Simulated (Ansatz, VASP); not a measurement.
**One calculation of PtSe2, two programs**

The input INCAR:

```
SYSTEM = PtSe2
PREC     = Accurate       ! precision mode
ENCUT    = 520            ! plane-wave cutoff, eV
EDIFF    = 1E-6           ! SCF threshold, eV
ISMEAR   = -1             ! smearing method
SIGMA    = 0.05           ! smearing width, eV
LREAL    = .False.        ! projectors in reciprocal space
LASPH    = .True.         ! aspherical terms in the spheres
NELM     = 80             ! most SCF steps
ALGO     = Normal         ! electronic algorithm
ISIF     = 2              ! what is computed and relaxed
LWAVE    = .False.        ! write WAVECAR
LCHARG   = .False.        ! write CHGCAR
GGA      = PE             ! functional
NBANDS   = 18             ! bands
```

File KPOINTS:

```
regular mesh
0
Gamma
  11 11 7
  0 0 0
```

Contents of POSCAR:

```
PtSe2
1.0
    3.7240000000      0.0000000000      0.0000000000
   -1.8620000000      3.2250786037      0.0000000000
    0.0000000000      0.0000000000      5.0620000000
Pt Se
1 2
Direct
    0.0000000000      0.0000000000      0.0000000000
    0.6666666667      0.3333333333      0.7500000000
    0.3333333333      0.6666666667      0.2500000000
```

input.yaml

```yaml
crystal:
  lattice:
    - [3.724, 0.0, 0.0]
    - [-1.862, 3.2250786037, 0.0]
    - [0.0, 0.0, 5.062]
  atoms:
    - { symbol: Pt, position: [0.0, 0.0, 0.0] }
    - { symbol: Se, position: [0.6666666667, 0.3333333333, 0.75] }
    - { symbol: Se, position: [0.3333333333, 0.6666666667, 0.25] }
hamiltonian:
  xc: pbe
  pseudopotentials: { kind: paw }
kpoints:
  mp_grid: { grid: [11, 11, 7] }
scf:
  occupations: { method: fermi_dirac, width: 0.05 }
output:
  forces: true
  stress: true
  eigenvalues: true
```

Alike in both runs: task single point; functional PBE; k mesh 11 × 11 × 7; occupations fermi-dirac, width 0.05 eV; no spin polarisation.

```csv
,VASP,Ansatz
version,VASP 6.6.1,Ansatz 0.2.0
potentials or method,"VASP PAW PBE potentials, release 64 (Pt, Se)",Ansatz PAW
plane-wave cutoff (eV),520,420
valence electrons in the cell,22,50
```

|  | VASP | Ansatz | Ansatz less VASP |
| --- | --- | --- | --- |
| gap on the k mesh at the Fermi level (eV) | none | none | - |
| pressure (GPa) | 7.3 | 7.3 | 0.00 |
| traceless stress, the component that is largest in VASP (GPa) | -1.34 | -1.32 | +0.011 |
| rms of the force components (eV/Å) | 0.268 | 0.266 | -0.0026 |

Atom by atom the forces differ by 0.003 eV/Å (rms over components). A gap of «none» marks a metal or a gap that the smearing closes. VASP's potentials hold 22 valence electrons a cell and Ansatz's 50, so a difference there can come from the potentials and not from the codes.

Spin-orbit coupling is off throughout.
